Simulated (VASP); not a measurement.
Ba: single point with PBE

The system is Ba.

```
CELL_PARAMETERS angstrom
-2.53948 2.53948 2.53948
2.53948 -2.53948 2.53948
2.53948 2.53948 -2.53948
ATOMIC_POSITIONS crystal
Ba 0.00000 0.00000 0.00000
```

| Item | Value |
| --- | --- |
| Program | VASP 6.6.1 |
| Task | single point |
| Functional | PBE |
| Potentials or basis | VASP PAW PBE potentials, release 64 (Ba_sv) |
| Cutoff | 520 eV |
| k mesh | 7 × 7 × 7 |
| Occupations | fermi-dirac, width 0.1 eV |
| Spin | no spin polarisation |
| Dipole correction | no |
| Further INCAR settings | ALGO = Normal; EDIFF = 1e-06; NBANDS = 11 |

```yaml
Pressure: -0.2 GPa
Band_gap_on_the_k_mesh: zero (band 5 reaches 1.78 eV, above the bottom of band 6 at 1.13 eV)
```

Levels at points of the mesh, in eV from the Fermi level:
| k point | band 1 | band 2 | band 3 | band 4 | band 5 | band 6 | band 7 | band 8 | band 9 | band 10 |
| --- | --- | --- | --- | --- | --- | --- | --- | --- | --- | --- |
| (0.00, 0.00, 0.00) | -28.95 | -13.92 | -13.92 | -13.92 | -2.73 | 1.79 | 1.79 | 1.79 | 3.14 | 3.14 |

Wall time 16 s on 1 thread of Intel(R) Xeon(R) Platinum 8375C CPU @ 2.90GHz (Ice Lake), on a shared host, peak memory 0.19 GiB.

Caveat: spin-orbit coupling is left out, which moves the levels of the heavy elements.
